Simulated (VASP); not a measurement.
Runs of VASP 6.6.1 on Au. The structure is that of space group P6/mmm (No. 191), or close to it. The cells are those of the table. This isn't the form of Au at room conditions, which is fcc.

```tsv
task	cell	k mesh	cutoff (eV)	gap on the mesh (eV)	pressure (GPa)	relaxed volume (Å³/atom)
relaxation of cell and atoms	relaxed from a = 4.707, b = 4.707, c = 2.720 Å, angles 90.0, 90.0, 120.0°, 3 atoms	12 × 12 × 16	600	none	0.0	17.33
relaxation of cell and atoms	relaxed from a = 4.920, b = 4.920, c = 3.016 Å, angles 90.0, 90.0, 120.0°, 3 atoms	6 × 6 × 6	600	none	0.0	17.38
single point	a = 4.663, b = 4.663, c = 2.765 Å, angles 90.0, 90.0, 120.0°, 3 atoms	12 × 12 × 16	520	none	-0.3	-
single point	a = 4.707, b = 4.707, c = 2.720 Å, angles 90.0, 90.0, 120.0°, 3 atoms	6 × 6 × 6	520	none	-0.3	-
single point	a = 4.920, b = 4.920, c = 3.016 Å, angles 90.0, 90.0, 120.0°, 3 atoms	6 × 6 × 6	520	none	(a)	-
```

Alike in all rows: level PBEsol; potentials or basis VASP PAW PBE potentials, release 64 (Au); no spin polarisation; smearing gaussian 0.1 eV.

Question: Fill in the values left out.

Answer: (a) -17.9.

Caveats: some runs use coarse meshes; the PAW data sets were made with another functional, which shifts forces and pressure a little; spin-orbit coupling is left out, which moves the levels of the heavy elements; the volume moved by over 15 % at a fixed basis, so the end points are rough (at least some runs); the cell stands under tension (at least some runs).

A k mesh can miss the band edges, and the runs leave out spin-orbit coupling on Au.

A gap of «none» marks levels without a gap at the run's occupations.
